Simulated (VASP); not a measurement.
# Er4Br (I4/m) in VASP: single point with PBE

Aim: the single point of Er4Br with PBE.

Program: VASP 6.6.1. These are calculated values, not measurements. Logs are shortened: lines on timing, memory, paths and dates and some standing lists are left out, and cuts for length are marked.

### 1 The cell of the first run

The structure is tetragonal, space group I4/m (No. 87). The conventional cell has a = 7.379 Å, b = 7.379 Å, c = 5.611 Å, α = 90.00°, β = 90.00°, γ = 90.00°. Within 3.9 Å of Er (site symmetry m) lie 3 Br at 2.92 to 3.89 Å and 9 Er at 3.14 to 3.81 Å. Within 3.9 Å of Br (site symmetry 4/m) lie 12 Er at 2.92 to 3.89 Å.

The cell was built from a structure type or drawn by symmetry, and may not be a known phase.

### 2 Single point, PBE

Input file INCAR:

```
SYSTEM = Er4Br
ALGO = Normal
EDIFF = 1E-6
ENCUT = 500
GGA = PE
GGA_COMPAT = .FALSE.
ISIF = 2
ISMEAR = 0
LASPH = .TRUE.
LCHARG = .FALSE.
LMAXMIX = 6
LREAL = .FALSE.
LWAVE = .FALSE.
NBANDS = 30
NELM = 200
PREC = Accurate
SIGMA = 0.1
```

Input file KPOINTS:

```
k-points
0
G
  8 8 8
  0 0 0
```

Input file POSCAR:

```
Er4Br
1.0
   -3.6893187775      3.6893187775      2.8055658944
    3.6893187775     -3.6893187775      2.8055658944
    3.6893187775      3.6893187775     -2.8055658944
Er Br
4 1
Direct
    0.3616449480      0.1617606834      0.5234056314
    0.1617606834      0.6383550520      0.8001157354
    0.6383550520      0.8382393166      0.4765943686
    0.8382393166      0.3616449480      0.1998842646
    0.0000000000      0.0000000000      0.0000000000
```

Potentials or basis: VASP PAW PBE potentials, release 64 (Er_3, Br), 4f in core.

On the command line:

```console
cat potpaw_PBE.64/Er_3/POTCAR potpaw_PBE.64/Br/POTCAR > POTCAR
mpirun -np 1 vasp_std > vasp.out
```

OUTCAR:

```text
SYSTEM = Er4Br
   EDIFF = 1E-6
   ENCUT = 500
   GGA = PE
   ISIF = 2
   ISMEAR = 0
   LASPH = .TRUE.
   LREAL = .FALSE.
   NELM = 200
   PREC = Accurate

 ion  position               nearest neighbor table
   1  0.362  0.162  0.523-   5 2.92   3 3.14   3 3.50   3 3.50   2 3.58   2 3.58   4 3.58   4 3.58

   2  0.162  0.638  0.800-   5 2.92   4 3.14   4 3.50   4 3.50   1 3.58   1 3.58   3 3.58   3 3.58

   3  0.638  0.838  0.477-   5 2.92   1 3.14   1 3.50   1 3.50   4 3.58   4 3.58   2 3.58   2 3.58

   4  0.838  0.362  0.200-   5 2.92   2 3.14   2 3.50   2 3.50   3 3.58   3 3.58   1 3.58   1 3.58

   5  0.000  0.000  0.000-   2 2.92   4 2.92   1 2.92   3 2.92

  LATTYP: Found a body centered tetragonal cell.
 ALAT       =     7.3786375550
 C/A-ratio  =     0.7604563508

  Lattice vectors:

 A1 = (  -3.6893187775,   3.6893187775,   2.8055658944)
 A2 = (   3.6893187775,  -3.6893187775,   2.8055658944)
 A3 = (   3.6893187775,   3.6893187775,  -2.8055658944)

Analysis of symmetry for initial positions (statically):
=====================================================================
 Subroutine PRICEL returns:
 Original cell was already a primitive cell.

 Routine SETGRP: Setting up the symmetry group for a
 body centered tetragonal supercell.

 Subroutine GETGRP returns: Found  8 space group operations
 (whereof  8 operations were pure point group operations)
 out of a pool of 16 trial point group operations.

The static configuration has the point symmetry C_4h.

Analysis of symmetry for dynamics (positions and initial velocities):
=====================================================================
 Subroutine PRICEL returns:
 Original cell was already a primitive cell.

 Routine SETGRP: Setting up the symmetry group for a
 body centered tetragonal supercell.

 Subroutine GETGRP returns: Found  8 space group operations
 (whereof  8 operations were pure point group operations)
 out of a pool of 16 trial point group operations.

The dynamic configuration has the point symmetry C_4h.

 Subroutine INISYM returns: Found  8 space group operations
 (whereof  8 operations are pure point group operations),
 and found     1 'primitive' translations

----------------------------------------------------------------------------------------

                                     Primitive cell

  volume of cell :     152.7470

  direct lattice vectors                    reciprocal lattice vectors
    -3.689318778  3.689318778  2.805565894     0.000000000  0.135526375  0.178217165
     3.689318778 -3.689318778  2.805565894     0.135526375  0.000000000  0.178217165
     3.689318778  3.689318778 -2.805565894     0.135526375  0.135526375  0.000000000

  length of vectors
     5.923963713  5.923963713  5.923963713     0.223894520  0.223894520  0.191663238

  position of ions in fractional coordinates (direct lattice)
     0.361644948  0.161760683  0.523405631
     0.161760683  0.638355052  0.800115735
     0.638355052  0.838239317  0.476594369
     0.838239317  0.361644948  0.199884265
     0.000000000  0.000000000  0.000000000

  ion indices of the primitive-cell ions
   primitive index   ion index
                 1           1
                 2           2
                 3           3
                 4           4
                 5           5

----------------------------------------------------------------------------------------

 KPOINTS: k-points

Automatic generation of k-mesh.
 Grid dimensions read from file:
 generate k-points for:    8    8    8

 Generating k-lattice:

  Cartesian coordinates                     Fractional coordinates (reciprocal lattice)
     0.000000000  0.016940797  0.022277146     0.125000000  0.000000000 -0.000000000
     0.016940797  0.000000000  0.022277146     0.000000000  0.125000000 -0.000000000
     0.016940797  0.016940797  0.000000000     0.000000000  0.000000000  0.125000000

  Length of vectors
     0.027986815  0.027986815  0.023957905

  Shift w.r.t. Gamma in fractional coordinates (k-lattice)
     0.000000000  0.000000000  0.000000000

 Subroutine IBZKPT returns following result:
 ===========================================

 Found     78 irreducible k-points:

 Following reciprocal coordinates:
            Coordinates               Weight
  0.000000  0.000000  0.000000      1.000000
  0.125000  0.000000 -0.000000      8.000000
  0.250000  0.000000 -0.000000      8.000000
  0.375000  0.000000  0.000000      8.000000
  0.500000  0.000000 -0.000000      4.000000
  0.125000  0.125000 -0.000000      8.000000
[... 16 lines left out ...]
 -0.375000  0.250000 -0.000000      8.000000
 -0.250000  0.375000  0.000000      8.000000
 [... further k-points ...]
   k-points           NKPTS =     78   k-points in BZ     NKDIM =     78   number of bands    NBANDS=     30
   number of dos      NEDOS =    301   number of ions     NIONS =      5
   total plane-waves  NPLWV = 110592
   dimension x,y,z NGX =    48 NGY =   48 NGZ =   48
   dimension x,y,z NGXF=    96 NGYF=   96 NGZF=   96
   ions per type =               4   1
   NGX,Y,Z   is equivalent  to a cutoff of  13.47, 13.47, 13.47 a.u.
   NGXF,Y,Z  is equivalent  to a cutoff of  26.94, 26.94, 26.94 a.u.
 SYSTEM =  Er4Br
   PREC   = accura    normal or accurate (medium, high low for compatibility)
   ISTART =      0    job   : 0-new  1-cont  2-samecut
   ICHARG =      2    charge: 1-file 2-atom 10-const
   ISPIN  =      1    spin polarized calculation?
   LNONCOLLINEAR =      F non collinear calculations
   LSORBIT =      F    spin-orbit coupling
   LASPH  =      T    aspherical Exc in radial PAW
   ENCUT  =  500.0 eV  36.75 Ry    6.06 a.u.  10.80 10.80 10.80*2*pi/ulx,y,z
   NELM   =    200;   NELMIN=  2; NELMDL= -5     # of ELM steps
   EDIFF  = 0.1E-05   stopping-criterion for ELM
   LREAL  =      F    real-space projection
   EDIFFG = 0.1E-04   stopping-criterion for IOM
   NSW    =      0    number of steps for IOM
   IBRION =     -1    ionic relax: 0-MD 1-quasi-New 2-CG
   NFREE  =      0    steps in history (QN), initial steepest desc. (CG)
   ISIF   =      2    stress and relaxation
   ISYM   =      2    0-nonsym 1-usesym 2-fastsym
   POTIM  = 0.5000    time-step for ionic-motion
   TEBEG  =    0.0;   TEEND  =   0.0 temperature during run
   PSTRESS=    0.0 pullay stress
   NELECT =      43.0000    total number of electrons
   NUPDOWN=      -1.0000    fix difference up-down
   EMIN   =  10.00;   EMAX   =-10.00  energy-range for DOS
   EFERMI =   0.00;   METHOD = LEGACY
   ISMEAR =     0;   SIGMA  =   0.10  broadening in eV -4-tet -1-fermi 0-gaus
   EFERMI_NEDOS =   21; number of points for ismear=-14 and -15
   IALGO  =     38    algorithm
   IMIX   =      4    mixing-type and parameters
     AMIX     =   0.40;   BMIX     =  1.00
     AMIX_MAG =   1.60;   BMIX_MAG =  1.00
  volume/ion in A,a.u.               =      30.55       206.16
  Fermi-wavevector in a.u.,A,eV,Ry     =   1.072935  2.027553 15.662881  1.151189
  Thomas-Fermi vector in A             =   2.208720
   LORBIT       =      0    0 simple, 1 ext, 2 COOP (PROOUT), +10 PAW based schemes
   GGA     = PE    functional components
   LHFCALC =     F    Hartree Fock is set to
   AEXX    =    0.0000 exact exchange contribution
   IVDW    =     0    specifies the selected vdW correction
   LEPSILON=     F    determine dielectric tensor
   LRPA    =     F    only Hartree local field effects (RPA)
 non-spin polarized calculation
 Gauss-broadening in eV      SIGMA  =   0.10
  energy-cutoff  :      500.00
  volume of cell :      152.75
 maximum number of plane-waves:      3910
 NGX is ok and might be reduce to    48
   NGX = 21   NGY = 21   NGZ = 21

 number of electron      43.0000002 magnetization

 Free energy of the ion-electron system (eV)
  ---------------------------------------------------
  ext. energy  EPLUGINS =         0.00000000
  ---------------------------------------------------
  free energy    TOTEN  =       -20.34605640 eV

  energy without entropy =      -20.31254853  energy(sigma->0) =      -20.32930246

 E-fermi :   3.3618     XC(G=0):  -9.5938

 val. band max:        3.3609620313   @ k =  -0.2500  -0.3750  -0.1250
 cond. band min:       3.3650147796   @ k =  -0.3750  -0.3750   0.1250
 fundamental gap:      0.0040527483
 Fermi energy:         3.3618004371

 k-point     1 :       0.0000    0.0000    0.0000
  band No.  band energies     occupation
      1     -21.7719      2.00000
      2     -21.7512      2.00000
      3     -21.7512      2.00000
      4     -21.7397      2.00000
      5     -21.6669      2.00000
      6     -21.6594      2.00000
[... 22 lines left out ...]
     29       5.9002      0.00000
     30       5.9390      0.00000

 k-point     2 :       0.1250    0.0000   -0.0000
  band No.  band energies     occupation
      1     -21.7821      2.00000
      2     -21.7726      2.00000
      3     -21.7559      2.00000
      4     -21.7457      2.00000
      5     -21.6711      2.00000
      6     -21.6617      2.00000
[... 22 lines left out ...]
     29       5.8086      0.00000
     30       5.9087      0.00000

 k-point     3 :       0.2500    0.0000   -0.0000
  band No.  band energies     occupation
      1     -21.8108      2.00000
      2     -21.8057      2.00000
      3     -21.7690      2.00000
      4     -21.7235      2.00000
      5     -21.6735      2.00000
      6     -21.6657      2.00000
[... 22 lines left out ...]
     29       5.4751      0.00000
     30       5.9506      0.00000

 k-point     4 :       0.3750    0.0000    0.0000
  band No.  band energies     occupation
      1     -21.8326      2.00000
      2     -21.8253      2.00000
      3     -21.7587      2.00000
      4     -21.7107      2.00000
      5     -21.6770      2.00000
      6     -21.6661      2.00000
[... 616 lines left out ...]
     29       5.6996      0.00000
     30       5.8535      0.00000

 k-point    23 :      -0.3750    0.2500   -0.0000
  band No.  band energies     occupation
      1     -21.8087      2.00000
      2     -21.7678      2.00000
      3     -21.7553      2.00000
      4     -21.7075      2.00000
      5     -21.7043      2.00000
      6     -21.6594      2.00000
[... 22 lines left out ...]
     29       5.6054      0.00000
     30       6.0221      0.00000

 k-point    24 :      -0.2500    0.3750    0.0000
  band No.  band energies     occupation
      1     -21.8058      2.00000
      2     -21.7672      2.00000
      3     -21.7552      2.00000
      4     -21.7259      2.00000
      5     -21.6898      2.00000
      6     -21.6593      2.00000
[... 22 lines left out ...]
     29       5.6175      0.00000
     30       5.8935      0.00000

 [... further k-points ...]

------------------------ aborting loop because EDIFF is reached ----------------------------------------

  FORCE on cell =-STRESS in cart. coord.  units (eV):
  Direction    XX          YY          ZZ          XY          YZ          ZX
  --------------------------------------------------------------------------------------
  -------------------------------------------------------------------------------------
  Total        0.2558907      0.2558907      0.3836527      0.0000019     -0.0000000      0.0000000
  in kB        2.6840604      2.6840604      4.0241669      0.0000198     -0.0000000      0.0000000
  external PRESSURE =       3.1307626 kB  Pullay stress =       0.0000000 kB

 VOLUME and BASIS-vectors are now :
 -----------------------------------------------------------------------------
  energy-cutoff  :      500.00
  volume of cell :      152.75
      direct lattice vectors                 reciprocal lattice vectors
    -3.689318778  3.689318778  2.805565894     0.000000000  0.135526375  0.178217165
     3.689318778 -3.689318778  2.805565894     0.135526375  0.000000000  0.178217165
     3.689318778  3.689318778 -2.805565894     0.135526375  0.135526375  0.000000000

 POSITION                                       TOTAL-FORCE (eV/Angst)
 -----------------------------------------------------------------------------------
      1.19357      2.66845     -0.00000         0.024094     -0.017121      0.000000
      4.71019      1.19357      0.00000         0.017121      0.024094     -0.000000
      2.49575      1.02087      2.80557        -0.024094      0.017121     -0.000000
     -1.02087      2.49575      2.80557        -0.017121     -0.024094      0.000000
      0.00000      0.00000      0.00000         0.000000     -0.000000      0.000000
 -----------------------------------------------------------------------------------
    total drift:                               -0.000000     -0.000000      0.000000

  FREE ENERGIE OF THE ION-ELECTRON SYSTEM (eV)
  ---------------------------------------------------
  free  energy   TOTEN  =       -20.3460563958 eV

  energy  without entropy=      -20.3125485281  energy(sigma->0) =      -20.32930246
```

Wall time 3.5 min (1 thread of Intel Xeon 6975P-C (Granite Rapids), shared host); peak memory 0.5 GiB.

Results:

```
Free energy            : -20.3461 eV
Pressure               : 0.3 GPa
Largest force          : 0.030 eV/Å
Band gap on the k mesh : zero (an odd number of electrons rules out a gap without spin polarisation)
```

Forces in eV/Å, atoms in the order of the input:
```
Er   0.024 -0.017  0.000
Er   0.017  0.024  0.000
Er  -0.024  0.017  0.000
Er  -0.017 -0.024  0.000
Br   0.000  0.000  0.000
```

Caveat: spin-orbit coupling is left out, which moves the levels of the heavy elements; the 4f electrons are frozen in the core, so they carry no moment and show no levels; an odd number of electrons without spin polarisation forces a metal; a magnetic or distorted state may lie lower; the run has no spin polarisation, though such a crystal can be magnetic.
